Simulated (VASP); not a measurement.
# N (P4_2/mnm) in VASP: further runs

The runs below take N through single point, with LDA.

Program: VASP 6.6.1. These are calculated values, not measurements. Logs are shortened: lines on timing, memory, paths and dates and some standing lists are left out, and cuts for length are marked.

## (1) The cell of the first run

The structure is tetragonal, space group P4_2/mnm (No. 136). Conventional cell: a = 4.140 Å, b = 4.140 Å, c = 5.202 Å, α = 90.00°, β = 90.00°, γ = 90.00°. N (site symmetry m2m) has 1 N at 1.12 Å within 1.5 Å.

## (2) Single point, LDA

INCAR reads:

```
PREC     = Accurate       # precision mode
ENCUT    = 520            # plane-wave cutoff, eV
EDIFF    = 1E-6           # SCF threshold, eV
ISMEAR   = 0              # smearing method
SIGMA    = 0.05           # smearing width, eV
LREAL    = False          # projectors in reciprocal space
LASPH    = True           # aspherical terms in the spheres
NELM     = 60             # most SCF steps
ALGO     = Normal         # electronic algorithm
ISIF     = 2              # what is computed and relaxed
LWAVE    = False          # write WAVECAR
LCHARG   = False          # write CHGCAR
NBANDS   = 18             # bands
```

KPOINTS reads:

```
regular mesh
0
Gamma
  6 6 6
```

POSCAR reads:

```
N
1.0
    4.1400149773      0.0000000000      0.0000000000
    0.0000000000      4.1400149773      0.0000000000
    0.0000000000      0.0000000000      5.2023878780
N
4
Direct
    0.9042752000      0.9042752000      0.0000000000
    0.5957248000      0.4042752000      0.5000000000
    0.0957248000      0.0957248000      0.0000000000
    0.4042752000      0.5957248000      0.5000000000
```

Potentials or basis: VASP PAW LDA potentials, release 64 (N).

Run with:

```
$ cat potpaw_LDA.64/N/POTCAR > POTCAR
$ mpirun -np 1 vasp_std > vasp.out
```

OUTCAR:

```text
PREC = Accurate
   ENCUT = 520
   EDIFF = 1E-6
   ISMEAR = 0
   LREAL = False
   LASPH = True
   NELM = 60
   ISIF = 2

 ion  position               nearest neighbor table
   1  0.904  0.904  0.000-   3 1.12
   2  0.596  0.404  0.500-   4 1.12
   3  0.096  0.096  0.000-   1 1.12
   4  0.404  0.596  0.500-   2 1.12

  LATTYP: Found a simple tetragonal cell.
 ALAT       =     4.1400149773
 C/A-ratio  =     1.2566108834

  Lattice vectors:

 A1 = (   4.1400149773,   0.0000000000,   0.0000000000)
 A2 = (   0.0000000000,   4.1400149773,   0.0000000000)
 A3 = (   0.0000000000,   0.0000000000,   5.2023878780)

Analysis of symmetry for initial positions (statically):
=====================================================================
 Subroutine PRICEL returns:
 Original cell was already a primitive cell.

 Routine SETGRP: Setting up the symmetry group for a
 simple tetragonal supercell.

 Subroutine GETGRP returns: Found 16 space group operations
 (whereof  8 operations were pure point group operations)
 out of a pool of 16 trial point group operations.

The static configuration has the point symmetry D_2h.
 The point group associated with its full space group is D_4h.

Analysis of symmetry for dynamics (positions and initial velocities):
=====================================================================
 Subroutine PRICEL returns:
 Original cell was already a primitive cell.

 Routine SETGRP: Setting up the symmetry group for a
 simple tetragonal supercell.

 Subroutine GETGRP returns: Found 16 space group operations
 (whereof  8 operations were pure point group operations)
 out of a pool of 16 trial point group operations.

The dynamic configuration has the point symmetry D_2h.
 The point group associated with its full space group is D_4h.

 Subroutine INISYM returns: Found 16 space group operations
 (whereof  8 operations are pure point group operations),
 and found     1 'primitive' translations

----------------------------------------------------------------------------------------

                                     Primitive cell

  volume of cell :      89.1675

[... 87 lines left out ...]
   LNONCOLLINEAR =      F non collinear calculations
   LSORBIT =      F    spin-orbit coupling
   LASPH  =      T    aspherical Exc in radial PAW
   ENCUT  =  520.0 eV  38.22 Ry    6.18 a.u.   7.70  7.70  9.67*2*pi/ulx,y,z
   NELM   =     60;   NELMIN=  2; NELMDL= -5     # of ELM steps
   EDIFF  = 0.1E-05   stopping-criterion for ELM
   LREAL  =      F    real-space projection
   EDIFFG = 0.1E-04   stopping-criterion for IOM
   NSW    =      0    number of steps for IOM
   IBRION =     -1    ionic relax: 0-MD 1-quasi-New 2-CG
   NFREE  =      0    steps in history (QN), initial steepest desc. (CG)
   ISIF   =      2    stress and relaxation
   ISYM   =      2    0-nonsym 1-usesym 2-fastsym
   POTIM  = 0.5000    time-step for ionic-motion
   TEBEG  =    0.0;   TEEND  =   0.0 temperature during run
   PSTRESS=    0.0 pullay stress
   NELECT =      20.0000    total number of electrons
   NUPDOWN=      -1.0000    fix difference up-down
   EMIN   =  10.00;   EMAX   =-10.00  energy-range for DOS
   EFERMI =   0.00;   METHOD = LEGACY
   ISMEAR =     0;   SIGMA  =   0.05  broadening in eV -4-tet -1-fermi 0-gaus
   EFERMI_NEDOS =   21; number of points for ismear=-14 and -15
   IALGO  =     38    algorithm
   IMIX   =      4    mixing-type and parameters
     AMIX     =   0.40;   BMIX     =  1.00
     AMIX_MAG =   1.60;   BMIX_MAG =  1.00
  volume/ion in A,a.u.               =      22.29       150.43
  Fermi-wavevector in a.u.,A,eV,Ry     =   0.994678  1.879669 13.461399  0.989385
  Thomas-Fermi vector in A             =   2.126646
   LORBIT       =      0    0 simple, 1 ext, 2 COOP (PROOUT), +10 PAW based schemes
   GGA     = CA    functional components
   LHFCALC =     F    Hartree Fock is set to
   AEXX    =    0.0000 exact exchange contribution
   IVDW    =     0    specifies the selected vdW correction
   LEPSILON=     F    determine dielectric tensor
   LRPA    =     F    only Hartree local field effects (RPA)
 non-spin polarized calculation
 Gauss-broadening in eV      SIGMA  =   0.05
  energy-cutoff  :      520.00
  volume of cell :       89.17
 maximum number of plane-waves:      2436
 NGX is ok and might be reduce to    32
   NGX = 15   NGY = 15   NGZ = 19

 number of electron      19.9999996 magnetization

 Free energy of the ion-electron system (eV)
  ---------------------------------------------------
  ext. energy  EPLUGINS =         0.00000000
  ---------------------------------------------------
  free energy    TOTEN  =       -35.14528671 eV

  energy without entropy =      -35.14528671  energy(sigma->0) =      -35.14528671

 E-fermi :  -6.3485     XC(G=0):  -7.0532

 val. band max:       -6.5850659193   @ k =   0.5000   0.5000   0.5000
 cond. band min:      -0.0496023288   @ k =   0.0000   0.0000   0.0000
 fundamental gap:      6.5354635904
 Fermi energy:        -6.3484646358

 k-point     1 :       0.0000    0.0000    0.0000
  band No.  band energies     occupation
      1     -24.6098      2.00000
      2     -24.5364      2.00000
      3      -9.8754      2.00000
      4      -9.8754      2.00000
      5      -8.5941      2.00000
      6      -8.0131      2.00000
[... 481 lines left out ...]
      5      -8.3540      2.00000
      6      -8.3540      2.00000
[... 10 lines left out ...]
     17       7.8899      0.00000
     18       7.8899      0.00000

 [... further k-points ...]

------------------------ aborting loop because EDIFF is reached ----------------------------------------

  FORCE on cell =-STRESS in cart. coord.  units (eV):
  Direction    XX          YY          ZZ          XY          YZ          ZX
  --------------------------------------------------------------------------------------
  -------------------------------------------------------------------------------------
  Total       -3.2185812     -3.2185812     -0.3841312      0.0000000      0.0000000      0.0000000
  in kB      -57.8320386    -57.8320386     -6.9021381      0.0000000      0.0000000      0.0000000
  external PRESSURE =     -40.8554051 kB  Pullay stress =       0.0000000 kB

 VOLUME and BASIS-vectors are now :
 -----------------------------------------------------------------------------
  energy-cutoff  :      520.00
  volume of cell :       89.17
      direct lattice vectors                 reciprocal lattice vectors
     4.140014977  0.000000000  0.000000000     0.241545020  0.000000000  0.000000000
     0.000000000  4.140014977  0.000000000     0.000000000  0.241545020  0.000000000
     0.000000000  0.000000000  5.202387878     0.000000000  0.000000000  0.192219424

 POSITION                                       TOTAL-FORCE (eV/Angst)
 -----------------------------------------------------------------------------------
      3.74371      3.74371      0.00000         1.771550      1.771550      0.000000
      2.46631      1.67371      2.60119        -1.771550      1.771550      0.000000
      0.39630      0.39630      0.00000        -1.771550     -1.771550     -0.000000
      1.67371      2.46631      2.60119         1.771550     -1.771550      0.000000
 -----------------------------------------------------------------------------------
    total drift:                                0.000000      0.000000     -0.000000

  FREE ENERGIE OF THE ION-ELECTRON SYSTEM (eV)
  ---------------------------------------------------
  free  energy   TOTEN  =       -35.1452867083 eV

  energy  without entropy=      -35.1452867083  energy(sigma->0) =      -35.14528671
```

OSZICAR:

```text
N       E                     dE             d eps       ncg     rms          rms(c)
DAV:   1     0.853031937495E+02    0.85303E+02   -0.88944E+03  1440   0.926E+02
DAV:   2    -0.300165755816E+02   -0.11532E+03   -0.11179E+03  1888   0.207E+02
DAV:   3    -0.367349650318E+02   -0.67184E+01   -0.66705E+01  1700   0.525E+01
DAV:   4    -0.367779592232E+02   -0.42994E-01   -0.42966E-01  1640   0.495E+00
DAV:   5    -0.367783746176E+02   -0.41539E-03   -0.41533E-03  1644   0.463E-01    0.107E+01
DAV:   6    -0.354683012425E+02    0.13101E+01   -0.15393E+00  1516   0.822E+00    0.605E+00
DAV:   7    -0.351573278913E+02    0.31097E+00   -0.86890E-01  1730   0.633E+00    0.162E+00
DAV:   8    -0.351454456101E+02    0.11882E-01   -0.59604E-02  1538   0.155E+00    0.227E-01
DAV:   9    -0.351452809499E+02    0.16466E-03   -0.25022E-03  1572   0.328E-01    0.112E-01
DAV:  10    -0.351452961946E+02   -0.15245E-04   -0.33023E-04  1580   0.122E-01    0.312E-02
DAV:  11    -0.351452865505E+02    0.96441E-05   -0.16567E-05  1562   0.303E-02    0.432E-03
DAV:  12    -0.351452867083E+02   -0.15788E-06   -0.29956E-06  1622   0.115E-02
   1 F= -.35145287E+02 E0= -.35145287E+02  d E =-.610653E-13
```

Run time: 92 s. Hardware: 1 thread of AMD EPYC, shared host; peak memory 0.14 GiB.

Results:

```yaml
Free_energy: -35.1453 eV
Pressure: -4.1 GPa
Largest_force: 2.505 eV/Å
Band_gap_on_the_k_mesh: 6.54 eV (least direct gap 6.67 eV)
```

Forces in eV/Å, atoms in the order of the input:
```
N    1.772  1.772  0.000
N   -1.772  1.772  0.000
N   -1.772 -1.772  0.000
N    1.772 -1.772  0.000
```

Caveat: the standard files for N, O and F lose accuracy on very short bonds; the cell stands under tension; forces of over 1 eV/Å act on the atoms, so gaps and moduli don't describe the material at rest.

(Continued in part 2 of 2.)
